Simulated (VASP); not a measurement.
# AlN (P6_3/mmc) in VASP: further runs

The runs below take AlN through single point, with PBEsol.

Everything below comes from runs of VASP 6.6.1. Logs are shortened: lines on timing, memory, paths and dates and some standing lists are left out, and cuts for length are marked.

### Step 1. The cell of the first run

Symmetry: P6_3/mmc, No. 194, hexagonal system. Conventional cell: a = 3.203 Å, b = 3.203 Å, c = 4.082 Å, α = 90.00°, β = 90.00°, γ = 120.00°. Within 2.5 Å of Al (site symmetry -6m2) lie 5 N at 1.85 to 2.04 Å. Within 2.5 Å of N (site symmetry -6m2) lie 5 Al at 1.85 to 2.04 Å.

### Step 2. Single point, PBEsol (volume 9.066 Å^3 an atom, c/a of the conventional cell 1.2743)

INCAR

```
SYSTEM = AlN
  PREC = Accurate
  ENCUT = 520
  EDIFF = 1E-6
  ISMEAR = 0
  SIGMA = 0.05
  LREAL = .FALSE.
  LASPH = .TRUE.
  NELM = 100
  ALGO = Normal
  ISIF = 2
  LWAVE = .FALSE.
  LCHARG = .FALSE.
  GGA = PS
  NBANDS = 16
```

KPOINTS

```
regular mesh
0
G
  9 9 6
  0 0 0
```

POSCAR

```
AlN
1.0
    3.2030063310      0.0000000000      0.0000000000
   -1.6015031655      2.7738848511      0.0000000000
    0.0000000000      0.0000000000      4.0815909676
Al N
2 2
Direct
    0.3333333333      0.6666666667      0.7500000000
    0.6666666667      0.3333333333      0.2500000000
    0.3333333333      0.6666666667      0.2500000000
    0.6666666667      0.3333333333      0.7500000000
```

Potentials or basis: VASP PAW PBE potentials, release 64 (Al, N).

Launch:

```bash
> cat potpaw_PBE.64/Al/POTCAR potpaw_PBE.64/N/POTCAR > POTCAR
> mpirun -np 1 vasp_std > vasp.out
```

OUTCAR:

```text
SYSTEM = AlN
   PREC = Accurate
   ENCUT = 520
   EDIFF = 1E-6
   ISMEAR = 0
   LREAL = .FALSE.
   LASPH = .TRUE.
   NELM = 100
   ISIF = 2
   GGA = PS

 ion  position               nearest neighbor table
   1  0.333  0.667  0.750-   4 1.85   4 1.85   4 1.85   3 2.04   3 2.04   2 2.75   2 2.75   2 2.75
                             2 2.75   2 2.75   2 2.75
   2  0.667  0.333  0.250-   3 1.85   3 1.85   3 1.85   4 2.04   4 2.04   1 2.75   1 2.75   1 2.75
                             1 2.75   1 2.75   1 2.75
   3  0.333  0.667  0.250-   2 1.85   2 1.85   2 1.85   1 2.04   1 2.04
   4  0.667  0.333  0.750-   1 1.85   1 1.85   1 1.85   2 2.04   2 2.04

  LATTYP: Found a hexagonal cell.
 ALAT       =     3.2030063310
 C/A-ratio  =     1.2743000000

  Lattice vectors:

 A1 = (   3.2030063310,   0.0000000000,   0.0000000000)
 A2 = (  -1.6015031655,   2.7738848511,   0.0000000000)
 A3 = (   0.0000000000,   0.0000000000,   4.0815909676)

Analysis of symmetry for initial positions (statically):
=====================================================================
 Subroutine PRICEL returns:
 Original cell was already a primitive cell.

 Routine SETGRP: Setting up the symmetry group for a
 hexagonal supercell.

 Subroutine GETGRP returns: Found 24 space group operations
 (whereof 12 operations were pure point group operations)
 out of a pool of 24 trial point group operations.

The static configuration has the point symmetry D_3d.
 The point group associated with its full space group is D_6h.

Analysis of symmetry for dynamics (positions and initial velocities):
=====================================================================
 Subroutine PRICEL returns:
 Original cell was already a primitive cell.

 Routine SETGRP: Setting up the symmetry group for a
 hexagonal supercell.

 Subroutine GETGRP returns: Found 24 space group operations
 (whereof 12 operations were pure point group operations)
 out of a pool of 24 trial point group operations.

The dynamic configuration has the point symmetry D_3d.
 The point group associated with its full space group is D_6h.

 Subroutine INISYM returns: Found 24 space group operations
 (whereof 12 operations are pure point group operations),
 and found     1 'primitive' translations

----------------------------------------------------------------------------------------

                                     Primitive cell

  volume of cell :      36.2640

[... 90 lines left out ...]
   ENCUT  =  520.0 eV  38.22 Ry    6.18 a.u.   5.96  5.96  7.59*2*pi/ulx,y,z
   NELM   =    100;   NELMIN=  2; NELMDL= -5     # of ELM steps
   EDIFF  = 0.1E-05   stopping-criterion for ELM
   LREAL  =      F    real-space projection
   EDIFFG = 0.1E-04   stopping-criterion for IOM
   NSW    =      0    number of steps for IOM
   IBRION =     -1    ionic relax: 0-MD 1-quasi-New 2-CG
   NFREE  =      0    steps in history (QN), initial steepest desc. (CG)
   ISIF   =      2    stress and relaxation
   ISYM   =      2    0-nonsym 1-usesym 2-fastsym
   POTIM  = 0.5000    time-step for ionic-motion
   TEBEG  =    0.0;   TEEND  =   0.0 temperature during run
   PSTRESS=    0.0 pullay stress
   NELECT =      16.0000    total number of electrons
   NUPDOWN=      -1.0000    fix difference up-down
   EMIN   =  10.00;   EMAX   =-10.00  energy-range for DOS
   EFERMI =   0.00;   METHOD = LEGACY
   ISMEAR =     0;   SIGMA  =   0.05  broadening in eV -4-tet -1-fermi 0-gaus
   EFERMI_NEDOS =   21; number of points for ismear=-14 and -15
   IALGO  =     38    algorithm
   IMIX   =      4    mixing-type and parameters
     AMIX     =   0.40;   BMIX     =  1.00
     AMIX_MAG =   1.60;   BMIX_MAG =  1.00
  volume/ion in A,a.u.               =       9.07        61.18
  Fermi-wavevector in a.u.,A,eV,Ry     =   1.246301  2.355167 21.133467  1.553266
  Thomas-Fermi vector in A             =   2.380484
   LORBIT       =      0    0 simple, 1 ext, 2 COOP (PROOUT), +10 PAW based schemes
   GGA     = PS    functional components
   LHFCALC =     F    Hartree Fock is set to
   AEXX    =    0.0000 exact exchange contribution
   IVDW    =     0    specifies the selected vdW correction
   LEPSILON=     F    determine dielectric tensor
   LRPA    =     F    only Hartree local field effects (RPA)
 non-spin polarized calculation
 Gauss-broadening in eV      SIGMA  =   0.05
  energy-cutoff  :      520.00
  volume of cell :       36.26
 maximum number of plane-waves:       996
 NGX is ok and might be reduce to    24
   NGX = 11   NGY = 11   NGZ = 15

 number of electron      16.0000007 magnetization

 Free energy of the ion-electron system (eV)
  ---------------------------------------------------
  ext. energy  EPLUGINS =         0.00000000
  ---------------------------------------------------
  free energy    TOTEN  =       -30.77572393 eV

  energy without entropy =      -30.77572393  energy(sigma->0) =      -30.77572393

 E-fermi :   9.1953     XC(G=0): -11.7716

 val. band max:        8.9788265968   @ k =   0.0000   0.0000   0.0000
 cond. band min:      12.8352950720   @ k =   0.0000   0.0000   0.0000
 fundamental gap:      3.8564684752
 Fermi energy:         9.1952577345

 k-point     1 :       0.0000    0.0000    0.0000
  band No.  band energies     occupation
      1      -8.5694      2.00000
      2      -4.4668      2.00000
      3       1.4171      2.00000
      4       5.4156      2.00000
      5       5.4156      2.00000
      6       7.1307      2.00000
[... 433 lines left out ...]
      3       1.7928      2.00000
      4       3.0428      2.00000
      5       3.0428      2.00000
      6       5.5821      2.00000
[... 8 lines left out ...]
     15      20.8531      0.00000
     16      22.9122      0.00000

 [... further k-points ...]
[... 5 lines left out ...]
  --------------------------------------------------------------------------------------
  -------------------------------------------------------------------------------------
  Total        4.9863915      4.9863915      3.1521688      0.0000000      0.0000000      0.0000000
  in kB      220.3034270    220.3034270    139.2657566      0.0000000      0.0000000      0.0000000
  external PRESSURE =     193.2908702 kB  Pullay stress =       0.0000000 kB

 VOLUME and BASIS-vectors are now :
 -----------------------------------------------------------------------------
  energy-cutoff  :      520.00
  volume of cell :       36.26
      direct lattice vectors                 reciprocal lattice vectors
     3.203006331  0.000000000  0.000000000     0.312206689  0.180252616  0.000000000
    -1.601503166  2.773884851  0.000000000     0.000000000  0.360505231  0.000000000
     0.000000000  0.000000000  4.081590968     0.000000000  0.000000000  0.245002502

 POSITION                                       TOTAL-FORCE (eV/Angst)
 -----------------------------------------------------------------------------------
     -0.00000      1.84926      3.06119        -0.000000      0.000000      0.000000
      1.60150      0.92463      1.02040         0.000000     -0.000000      0.000000
     -0.00000      1.84926      1.02040        -0.000000     -0.000000      0.000000
      1.60150      0.92463      3.06119         0.000000     -0.000000      0.000000
 -----------------------------------------------------------------------------------
    total drift:                               -0.000000      0.000000      0.000000

  FREE ENERGIE OF THE ION-ELECTRON SYSTEM (eV)
  ---------------------------------------------------
  free  energy   TOTEN  =       -30.7757239280 eV

  energy  without entropy=      -30.7757239280  energy(sigma->0) =      -30.77572393
```

OSZICAR:

```text
N       E                     dE             d eps       ncg     rms          rms(c)
DAV:   1     0.419473042021E+02    0.41947E+02   -0.75226E+03  1536   0.910E+02
DAV:   2    -0.320385498248E+02   -0.73986E+02   -0.67190E+02  2200   0.196E+02
DAV:   3    -0.353069188809E+02   -0.32684E+01   -0.32527E+01  1880   0.413E+01
DAV:   4    -0.353250409812E+02   -0.18122E-01   -0.18121E-01  1856   0.347E+00
DAV:   5    -0.353252631411E+02   -0.22216E-03   -0.22216E-03  1872   0.388E-01    0.119E+01
DAV:   6    -0.308712605776E+02    0.44540E+01   -0.81898E+00  1960   0.219E+01    0.423E+00
DAV:   7    -0.308163821939E+02    0.54878E-01   -0.75894E-01  1808   0.610E+00    0.295E+00
DAV:   8    -0.307826917190E+02    0.33690E-01   -0.91616E-02  1656   0.244E+00    0.752E-01
DAV:   9    -0.307754538850E+02    0.72378E-02   -0.17832E-02  1976   0.105E+00    0.252E-01
DAV:  10    -0.307758259219E+02   -0.37204E-03   -0.20015E-03  1792   0.299E-01    0.176E-01
DAV:  11    -0.307757262675E+02    0.99654E-04   -0.14974E-04  1800   0.942E-02    0.376E-02
DAV:  12    -0.307757243720E+02    0.18956E-05   -0.77894E-06  1856   0.225E-02    0.568E-03
DAV:  13    -0.307757239280E+02    0.44395E-06   -0.18450E-06  1664   0.103E-02
   1 F= -.30775724E+02 E0= -.30775724E+02  d E =-.423052E-12
```

stdout:

```text
POSCAR found type information on POSCAR AlN
 POSCAR found :  2 types and       4 ions
 scaLAPACK will be used
 -----------------------------------------------------------------------------
|                                                                             |
|                                                                             |
|     You enforced a specific xc type in the INCAR file but a different       |
|     I HOPE YOU KNOW WHAT YOU ARE DOING!                                     |
|                                                                             |
 -----------------------------------------------------------------------------

 LDA part: xc-table for (Slater+PW92), standard interpolation
 POSCAR, INCAR and KPOINTS ok, starting setup
 FFT: planning ... GRIDC
 FFT: planning ... GRID_SOFT
 FFT: planning ... GRID
 WAVECAR not read
 entering main loop
```

It took 14 s on 1 thread of AMD EPYC 9R14 (Zen 4), shared host; peak memory 0.12 GiB.

What came out:

```yaml
Free_energy: -30.7757 eV
Pressure: 19.3 GPa
Band_gap_on_the_k_mesh: 3.86 eV, direct
```

Stress tensor (GPa, compression positive):
```
22.03  0.00  0.00
 0.00 22.03  0.00
 0.00  0.00 13.93
```

Caveat: the PAW data sets were made with another functional, which shifts forces and pressure a little. A k mesh can miss the band edges.

### Step 3. Single point, PBEsol (volume 9.066 Å^3 an atom, c/a of the conventional cell 1.1951)

INCAR

```
ALGO     = Normal         # electronic algorithm
EDIFF    = 1E-6           # SCF threshold, eV
ENCUT    = 520            # plane-wave cutoff, eV
GGA      = PS             # functional
ISIF     = 2              # what is computed and relaxed
ISMEAR   = 0              # smearing method
LASPH    = T              # aspherical terms in the spheres
LCHARG   = F              # write CHGCAR
LREAL    = F              # projectors in reciprocal space
LWAVE    = F              # write WAVECAR
NBANDS   = 16             # bands
NELM     = 60             # most SCF steps
PREC     = Accurate       # precision mode
SIGMA    = 0.05           # smearing width, eV
```

KPOINTS

```
k-points
0
Gamma
  9 9 6
```

POSCAR

```
AlN
1.0
    3.2722535132      0.0000000000      0.0000000000
   -1.6361267566      2.8338546700      0.0000000000
    0.0000000000      0.0000000000      3.9106701736
Al N
2 2
Direct
    0.3333333333      0.6666666667      0.7500000000
    0.6666666667      0.3333333333      0.2500000000
    0.3333333333      0.6666666667      0.2500000000
    0.6666666667      0.3333333333      0.7500000000
```

Potentials or basis: VASP PAW PBE potentials, release 64 (Al, N).

Launch:

```bash
> cat potpaw_PBE.64/Al/POTCAR potpaw_PBE.64/N/POTCAR > POTCAR
> mpirun -np 1 vasp_std > vasp.out
```

OUTCAR:

```text
EDIFF = 1E-6
   ENCUT = 520
   GGA = PS
   ISIF = 2
   ISMEAR = 0
   LASPH = T
   LREAL = F
   NELM = 60
   PREC = Accurate

 ion  position               nearest neighbor table
   1  0.333  0.667  0.750-   4 1.89   4 1.89   4 1.89   3 1.96   3 1.96   2 2.72   2 2.72   2 2.72
                             2 2.72   2 2.72   2 2.72
   2  0.667  0.333  0.250-   3 1.89   3 1.89   3 1.89   4 1.96   4 1.96   1 2.72   1 2.72   1 2.72
                             1 2.72   1 2.72   1 2.72
   3  0.333  0.667  0.250-   2 1.89   2 1.89   2 1.89   1 1.96   1 1.96
   4  0.667  0.333  0.750-   1 1.89   1 1.89   1 1.89   2 1.96   2 1.96

  LATTYP: Found a hexagonal cell.
 ALAT       =     3.2722535132
 C/A-ratio  =     1.1951000000

  Lattice vectors:

 A1 = (   3.2722535132,   0.0000000000,   0.0000000000)
 A2 = (  -1.6361267566,   2.8338546700,   0.0000000000)
 A3 = (   0.0000000000,   0.0000000000,   3.9106701736)

Analysis of symmetry for initial positions (statically):
[... 172 lines left out ...]
  ---------------------------------------------------
  ext. energy  EPLUGINS =         0.00000000
  ---------------------------------------------------
  free energy    TOTEN  =       -30.75302414 eV

  energy without entropy =      -30.75302414  energy(sigma->0) =      -30.75302414

 E-fermi :   8.9585     XC(G=0): -11.7585

 val. band max:        8.6830977702   @ k =   0.0000   0.0000   0.0000
 cond. band min:      12.6432854916   @ k =   0.0000   0.0000   0.0000
 fundamental gap:      3.9601877214
 Fermi energy:         8.9585432409

 k-point     1 :       0.0000    0.0000    0.0000
  band No.  band energies     occupation
      1      -8.6278      2.00000
      2      -4.1747      2.00000
      3       1.5632      2.00000
      4       5.1575      2.00000
      5       5.1575      2.00000
      6       7.2168      2.00000
[... 433 lines left out ...]
      3       1.7198      2.00000
      4       3.0264      2.00000
      5       3.0264      2.00000
      6       6.0012      2.00000
[... 8 lines left out ...]
     15      20.6744      0.00000
     16      23.1204      0.00000

 [... further k-points ...]
[... 5 lines left out ...]
  --------------------------------------------------------------------------------------
  -------------------------------------------------------------------------------------
  Total        3.1805460      3.1805460      6.1901293      0.0000000      0.0000000     -0.0000000
  in kB      140.5194867    140.5194867    273.4856847      0.0000000      0.0000000     -0.0000000
  external PRESSURE =     184.8415527 kB  Pullay stress =       0.0000000 kB

 VOLUME and BASIS-vectors are now :
 -----------------------------------------------------------------------------
  energy-cutoff  :      520.00
  volume of cell :       36.26
      direct lattice vectors                 reciprocal lattice vectors
     3.272253513  0.000000000  0.000000000     0.305599794  0.176438123  0.000000000
    -1.636126757  2.833854670  0.000000000     0.000000000  0.352876247  0.000000000
     0.000000000  0.000000000  3.910670174     0.000000000  0.000000000  0.255710647

 POSITION                                       TOTAL-FORCE (eV/Angst)
 -----------------------------------------------------------------------------------
     -0.00000      1.88924      2.93300         0.000000      0.000000      0.000000
      1.63613      0.94462      0.97767        -0.000000     -0.000000      0.000000
     -0.00000      1.88924      0.97767         0.000000      0.000000      0.000000
      1.63613      0.94462      2.93300        -0.000000      0.000000      0.000000
 -----------------------------------------------------------------------------------
    total drift:                               -0.000000      0.000000      0.000000

  FREE ENERGIE OF THE ION-ELECTRON SYSTEM (eV)
  ---------------------------------------------------
  free  energy   TOTEN  =       -30.7530241448 eV

  energy  without entropy=      -30.7530241448  energy(sigma->0) =      -30.75302414
```

Wall time 14 s (1 thread of AMD EPYC 9R14 (Zen 4), shared host); peak memory 0.12 GiB.

Results:

| Quantity | Value |
| --- | --- |
| Free energy | -30.7530 eV |
| Pressure | 18.5 GPa |
| Band gap on the k mesh | 3.96 eV, direct |

Stress tensor (GPa, compression positive):
```
14.05  0.00  0.00
 0.00 14.05  0.00
 0.00  0.00 27.35
```

Caveat: the PAW data sets were made with another functional, which shifts forces and pressure a little.
